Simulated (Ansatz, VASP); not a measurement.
# Ag: VASP beside Ansatz

INCAR

```
PREC     = Accurate       # precision mode
ENCUT    = 520            # plane-wave cutoff, eV
EDIFF    = 1E-7           # SCF threshold, eV
ISMEAR   = 0              # smearing method
SIGMA    = 0.15           # smearing width, eV
LREAL    = False          # projectors in reciprocal space
LASPH    = True           # aspherical terms in the spheres
NELM     = 80             # most SCF steps
ALGO     = Fast           # electronic algorithm
ISIF     = 2              # what is computed and relaxed
LWAVE    = False          # write WAVECAR
LCHARG   = True           # write CHGCAR
GGA      = PS             # functional
LELF     = True           # ELF
LVHAR    = True         
NBANDS   = 18             # bands
```

KPOINTS

```
Automatic mesh
0
Gamma
  18 18 10
```

The input POSCAR:

```
Ag
1.0
    3.0178980228      0.0000000000      0.0000000000
   -1.5089490114      2.4613291876      0.0000000000
    0.0000000000      0.0000000000      4.7900000000
Ag
2
Direct
    0.3333333333      0.6666666667      0.2500000000
    0.6666666667      0.3333333333      0.7500000000
```

Input for Ansatz:

```yaml
crystal:
  lattice:
    - [3.0178980228, 0.0, 0.0]
    - [-1.5089490114, 2.4613291876, 0.0]
    - [0.0, 0.0, 4.79]
  atoms:
    - { symbol: Ag, position: [0.3333333333, 0.6666666667, 0.25] }
    - { symbol: Ag, position: [0.6666666667, 0.3333333333, 0.75] }
basis:
  ecutwfc: 420
kpoints:
  mp_grid: { grid: [18, 18, 10] }
hamiltonian:
  xc: pbesol
scf:
  occupations: { method: gaussian, width: 0.15 }
output:
  forces: true
  stress: true
  eigenvalues: true
```

Change from the starting cell: strain +0.0300 x Voigt [1, -1, 0, 0, 0, 0], atoms carried along.

Alike in both runs: task single point; functional PBEsol; k mesh 18 × 18 × 10; occupations gaussian, width 0.15 eV; no spin polarisation.

|  | VASP | Ansatz |
| --- | --- | --- |
| version | VASP 6.6.1 | Ansatz 0.2.0 |
| potentials or method | VASP PAW PBE potentials, release 64 (Ag), cutoff 520 eV | scalar-relativistic, plane waves, PAW |
| valence electrons in the cell | 22 | 38 |

Ansatz gave:

| Quantity | Value |
| --- | --- |
| gap on the k mesh at the Fermi level (eV) | none |
| pressure (GPa) | -6.1 |
| traceless stress, the component that is largest in VASP (GPa) | -1.62 |
| rms of the force components (eV/Å) | 0.032 |

**Question.** What did VASP give for the same quantities?

**Answer.** gap on the k mesh at the Fermi level (eV): none; pressure (GPa): -6.2; traceless stress, the component that is largest in VASP (GPa): -1.61; rms of the force components (eV/Å): 0.032.

VASP's potentials were made for PBE, not for PBEsol. Atom by atom the forces differ by 0.000 eV/Å (rms over components). A gap of «none» marks a metal or a gap that the smearing closes. VASP's potentials hold 22 valence electrons a cell and Ansatz's 38, so a difference there can come from the potentials and not from the codes.
